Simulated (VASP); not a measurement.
# HfO2 (R-3m) in VASP: notebook

HfO2 is run at these levels: PBE; tasks: single point.

Everything below comes from runs of VASP 6.6.1. Logs are shortened: lines on timing, memory, paths and dates and some standing lists are left out, and cuts for length are marked.

## Step 1: The cell of the first run

The structure is trigonal, space group R-3m (No. 166). Conventional cell: a = 3.368 Å, b = 3.368 Å, c = 9.307 Å, α = 90.00°, β = 90.00°, γ = 120.00°. Hf (site symmetry -3m) has 8 O at 2.09 to 2.33 Å within 2.8 Å. Within 2.8 Å of O (site symmetry 3m) lie 4 Hf at 2.09 to 2.33 Å and 6 O at 2.49 Å.

## Step 2: Single point, PBE

INCAR reads:

```
  PREC = Accurate
  ENCUT = 520
  EDIFF = 1E-6
  ISMEAR = 0
  SIGMA = 0.05
  LREAL = False
  LASPH = True
  NELM = 80
  ALGO = Normal
  ISIF = 2
  LWAVE = False
  LCHARG = False
  GGA = PE
  NBANDS = 18
```

KPOINTS reads:

```
Automatic mesh
0
Gamma
  8 8 8
```

POSCAR reads:

```
HfO2
1.0
    0.2035261910      2.5848778797      2.5848778797
    2.5848778797      0.2035261910      2.5848778797
    2.5848778797      2.5848778797      0.2035261910
Hf O
1 2
Direct
    0.0000000000      0.0000000000      0.0000000000
    0.2500000000      0.2500000000      0.2500000000
    0.7500000000      0.7500000000      0.7500000000
```

Potentials or basis: VASP PAW PBE potentials, release 64 (Hf_pv, O).

Command:

```
cat potpaw_PBE.64/Hf_pv/POTCAR potpaw_PBE.64/O/POTCAR > POTCAR
mpirun -np 1 vasp_std > vasp.out
```

OUTCAR:

```text
PREC = Accurate
   ENCUT = 520
   EDIFF = 1E-6
   ISMEAR = 0
   LREAL = False
   LASPH = True
   NELM = 80
   ISIF = 2
   GGA = PE

 ion  position               nearest neighbor table
   1  0.000  0.000  0.000-   3 2.09   3 2.09   3 2.09   2 2.09   2 2.09   2 2.09   3 2.33   2 2.33

   2  0.250  0.250  0.250-   1 2.09   1 2.09   1 2.09   1 2.33
   3  0.750  0.750  0.750-   1 2.09   1 2.09   1 2.09   1 2.33

  LATTYP: Found a trigonal (rhomboedric) cell.
 ALAT       =     3.6612306970
 COS(alpha) =     0.5769488427

  Lattice vectors:

 A1 = (   0.2035261910,   2.5848778797,   2.5848778797)
 A2 = (   2.5848778797,   0.2035261910,   2.5848778797)
 A3 = (   2.5848778797,   2.5848778797,   0.2035261910)

Analysis of symmetry for initial positions (statically):
=====================================================================
 Subroutine PRICEL returns:
 Original cell was already a primitive cell.

 Routine SETGRP: Setting up the symmetry group for a
 trigonal (rhombohedral) supercell.

 Subroutine GETGRP returns: Found 12 space group operations
 (whereof 12 operations were pure point group operations)
 out of a pool of 12 trial point group operations.

The static configuration has the point symmetry D_3d.

Analysis of symmetry for dynamics (positions and initial velocities):
=====================================================================
 Subroutine PRICEL returns:
 Original cell was already a primitive cell.

 Routine SETGRP: Setting up the symmetry group for a
 trigonal (rhombohedral) supercell.

 Subroutine GETGRP returns: Found 12 space group operations
 (whereof 12 operations were pure point group operations)
 out of a pool of 12 trial point group operations.

The dynamic configuration has the point symmetry D_3d.

 Subroutine INISYM returns: Found 12 space group operations
 (whereof 12 operations are pure point group operations),
 and found     1 'primitive' translations

----------------------------------------------------------------------------------------

                                     Primitive cell

  volume of cell :      30.4710

  direct lattice vectors                    reciprocal lattice vectors
     0.203526191  2.584877880  2.584877880    -0.217917717  0.202011857  0.202011857
[... 83 lines left out ...]
   LNONCOLLINEAR =      F non collinear calculations
   LSORBIT =      F    spin-orbit coupling
   LASPH  =      T    aspherical Exc in radial PAW
   ENCUT  =  520.0 eV  38.22 Ry    6.18 a.u.   6.81  6.81  6.81*2*pi/ulx,y,z
   NELM   =     80;   NELMIN=  2; NELMDL= -5     # of ELM steps
   EDIFF  = 0.1E-05   stopping-criterion for ELM
   LREAL  =      F    real-space projection
   EDIFFG = 0.1E-04   stopping-criterion for IOM
   NSW    =      0    number of steps for IOM
   IBRION =     -1    ionic relax: 0-MD 1-quasi-New 2-CG
   NFREE  =      0    steps in history (QN), initial steepest desc. (CG)
   ISIF   =      2    stress and relaxation
   ISYM   =      2    0-nonsym 1-usesym 2-fastsym
   POTIM  = 0.5000    time-step for ionic-motion
   TEBEG  =    0.0;   TEEND  =   0.0 temperature during run
   PSTRESS=    0.0 pullay stress
   NELECT =      22.0000    total number of electrons
   NUPDOWN=      -1.0000    fix difference up-down
   EMIN   =  10.00;   EMAX   =-10.00  energy-range for DOS
   EFERMI =   0.00;   METHOD = LEGACY
   ISMEAR =     0;   SIGMA  =   0.05  broadening in eV -4-tet -1-fermi 0-gaus
   EFERMI_NEDOS =   21; number of points for ismear=-14 and -15
   IALGO  =     38    algorithm
   IMIX   =      4    mixing-type and parameters
     AMIX     =   0.40;   BMIX     =  1.00
     AMIX_MAG =   1.60;   BMIX_MAG =  1.00
  volume/ion in A,a.u.               =      10.16        68.54
  Fermi-wavevector in a.u.,A,eV,Ry     =   1.468656  2.775358 29.347102  2.156951
  Thomas-Fermi vector in A             =   2.584128
   LORBIT       =      0    0 simple, 1 ext, 2 COOP (PROOUT), +10 PAW based schemes
   GGA     = PE    functional components
   LHFCALC =     F    Hartree Fock is set to
   AEXX    =    0.0000 exact exchange contribution
   IVDW    =     0    specifies the selected vdW correction
   LEPSILON=     F    determine dielectric tensor
   LRPA    =     F    only Hartree local field effects (RPA)
 non-spin polarized calculation
 Gauss-broadening in eV      SIGMA  =   0.05
  energy-cutoff  :      520.00
  volume of cell :       30.47
 maximum number of plane-waves:       834
   NGX = 13   NGY = 13   NGZ = 13

 number of electron      22.0000003 magnetization

 Free energy of the ion-electron system (eV)
  ---------------------------------------------------
  ext. energy  EPLUGINS =         0.00000000
  ---------------------------------------------------
  free energy    TOTEN  =       -29.92136360 eV

  energy without entropy =      -29.92136360  energy(sigma->0) =      -29.92136360

 E-fermi :   5.0621     XC(G=0): -12.1935

 val. band max:        4.7605749882   @ k =   0.5000   0.5000   0.0000
 cond. band min:       8.8726809738   @ k =   0.5000   0.5000   0.0000
 fundamental gap:      4.1121059856
 Fermi energy:         5.0620977226

 k-point     1 :       0.0000    0.0000    0.0000
  band No.  band energies     occupation
      1     -24.5924      2.00000
      2     -24.4759      2.00000
      3     -24.4759      2.00000
      4     -14.3414      2.00000
      5     -10.9422      2.00000
      6      -1.1361      2.00000
[... 481 lines left out ...]
      5     -11.6720      2.00000
      6      -0.5888      2.00000
[... 10 lines left out ...]
     17      15.8133      0.00000
     18      18.7300      0.00000

 [... further k-points ...]

------------------------ aborting loop because EDIFF is reached ----------------------------------------

  FORCE on cell =-STRESS in cart. coord.  units (eV):
  Direction    XX          YY          ZZ          XY          YZ          ZX
  --------------------------------------------------------------------------------------
  -------------------------------------------------------------------------------------
  Total        4.7106813      4.7106813      4.7106813     -1.4400404     -1.4400404     -1.4400404
  in kB      247.6895023    247.6895023    247.6895023    -75.7179010    -75.7179010    -75.7179010
  external PRESSURE =     247.6895023 kB  Pullay stress =       0.0000000 kB

 VOLUME and BASIS-vectors are now :
 -----------------------------------------------------------------------------
  energy-cutoff  :      520.00
  volume of cell :       30.47
      direct lattice vectors                 reciprocal lattice vectors
     0.203526191  2.584877880  2.584877880    -0.217917717  0.202011857  0.202011857
     2.584877880  0.203526191  2.584877880     0.202011857 -0.217917717  0.202011857
     2.584877880  2.584877880  0.203526191     0.202011857  0.202011857 -0.217917717

 POSITION                                       TOTAL-FORCE (eV/Angst)
 -----------------------------------------------------------------------------------
      0.00000      0.00000      0.00000         0.000000     -0.000000     -0.000000
      1.34332      1.34332      1.34332        -0.580670     -0.580670     -0.580670
      4.02996      4.02996      4.02996         0.580670      0.580670      0.580670
 -----------------------------------------------------------------------------------
    total drift:                                0.000000      0.000000      0.000000

  FREE ENERGIE OF THE ION-ELECTRON SYSTEM (eV)
  ---------------------------------------------------
  free  energy   TOTEN  =       -29.9213636037 eV

  energy  without entropy=      -29.9213636037  energy(sigma->0) =      -29.92136360
```

OSZICAR:

```text
N       E                     dE             d eps       ncg     rms          rms(c)
DAV:   1     0.919295402335E+02    0.91930E+02   -0.12809E+04  2340   0.122E+03
DAV:   2    -0.316672129268E+02   -0.12360E+03   -0.11974E+03  2948   0.292E+02
DAV:   3    -0.355448684527E+02   -0.38777E+01   -0.38614E+01  2728   0.458E+01
DAV:   4    -0.355659762767E+02   -0.21108E-01   -0.21103E-01  2892   0.371E+00
DAV:   5    -0.355660971770E+02   -0.12090E-03   -0.12090E-03  2630   0.264E-01    0.586E+01
DAV:   6    -0.300123984278E+02    0.55537E+01   -0.18956E+01  2398   0.331E+01    0.480E+01
DAV:   7    -0.299433186912E+02    0.69080E-01   -0.63457E-01  2688   0.668E+00    0.305E+01
DAV:   8    -0.299337240492E+02    0.95946E-02   -0.16127E-01  2548   0.382E+00    0.796E+00
DAV:   9    -0.299213380813E+02    0.12386E-01   -0.44853E-02  2546   0.171E+00    0.260E+00
DAV:  10    -0.299212938466E+02    0.44235E-04   -0.25153E-03  2742   0.402E-01    0.313E-01
DAV:  11    -0.299213567022E+02   -0.62856E-04   -0.15185E-04  2758   0.110E-01    0.181E-01
DAV:  12    -0.299213627533E+02   -0.60510E-05   -0.25819E-05  2588   0.356E-02    0.181E-02
DAV:  13    -0.299213636037E+02   -0.85048E-06   -0.18810E-06  2574   0.109E-02
   1 F= -.29921364E+02 E0= -.29921364E+02  d E =-.265783E-19
```

stdout:

```text
POSCAR found type information on POSCAR HfO
 POSCAR found :  2 types and       3 ions
 scaLAPACK will be used
 LDA part: xc-table for (Slater+PW92), standard interpolation
 POSCAR, INCAR and KPOINTS ok, starting setup
 FFT: planning ... GRIDC
 FFT: planning ... GRID_SOFT
 FFT: planning ... GRID
 WAVECAR not read
 entering main loop
```

Run time: 36 s. Hardware: 1 thread of AMD EPYC 7R13 (Zen 3), shared host; peak memory 0.15 GiB.

Results:

* Free energy: -29.9214 eV
* Pressure: 24.8 GPa
* Largest force: 1.006 eV/Å
* Band gap on the k mesh: 4.11 eV, direct

Forces on the atoms (eV/Å):
```
Hf   0.000  0.000  0.000
O   -0.581 -0.581 -0.581
O    0.581  0.581  0.581
```

Caveat: spin-orbit coupling is left out, which moves the levels of the heavy elements; forces of over 1 eV/Å act on the atoms, so gaps and moduli don't describe the material at rest.

(Continued in part 2 of 2.)
